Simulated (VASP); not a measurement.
Here is a VASP 6.6.1 calculation.

The input INCAR:

```
SYSTEM = Si4Mo2S
ALGO     = Normal         ! electronic algorithm
DIPOL    = 0.5 0.5 0.364
EDIFF    = 1E-6           ! SCF threshold, eV
ENCUT    = 520            ! plane-wave cutoff, eV
GGA      = PE             ! functional
IDIPOL   = 3            
ISIF     = 2              ! what is computed and relaxed
ISMEAR   = 0              ! smearing method
LASPH    = .True.         ! aspherical terms in the spheres
LCHARG   = .False.        ! write CHGCAR
LDIPOL   = .True.       
LREAL    = .False.        ! projectors in reciprocal space
LWAVE    = .False.        ! write WAVECAR
NBANDS   = 34             ! bands
NELM     = 60             ! most SCF steps
PREC     = Accurate       ! precision mode
SIGMA    = 0.1            ! smearing width, eV
```

The input KPOINTS:

```
k-points
0
Gamma
  8 8 1
  0 0 0
```

Contents of POSCAR:

```
Si4Mo2S
1.0
    3.2169717406      0.0000000000      0.0000000000
    0.0000000000      3.2169717406      0.0000000000
    0.0000000000      0.0000000000     21.8787970309
Si Mo S
4 2 1
Direct
    0.0000000000      0.0000000000      0.1828254083
    0.0000000000      0.0000000000      0.3015081460
    0.5000000000      0.5000000000      0.3593659940
    0.5000000000      0.5000000000      0.4743769512
    0.5000000000      0.5000000000      0.2421667771
    0.0000000000      0.0000000000      0.4192862009
    0.5000000000      0.6250000000      0.5678867076
```

Potentials or basis: VASP PAW PBE potentials, release 64 (Si, Mo_sv, S).

Launch:

```console
$ cat potpaw_PBE.64/Si/POTCAR potpaw_PBE.64/Mo_sv/POTCAR potpaw_PBE.64/S/POTCAR > POTCAR
$ mpirun -np 1 vasp_std > vasp.out
```

Question: Predict the largest force.

Answer: 1.112 eV/Å.

Question: Estimate the band gap on the k mesh.

Answer: Zero (bands 25 and 26 overlap by 0.63 eV).

Forces on the atoms (eV/Å):
```
Si   0.000 -0.002  0.602
Si   0.000  0.003 -0.503
Si   0.000  0.010 -0.143
Si   0.000  0.009  1.112
Mo   0.000  0.003 -0.136
Mo   0.000  0.174 -0.896
S    0.000 -0.197 -0.037
```
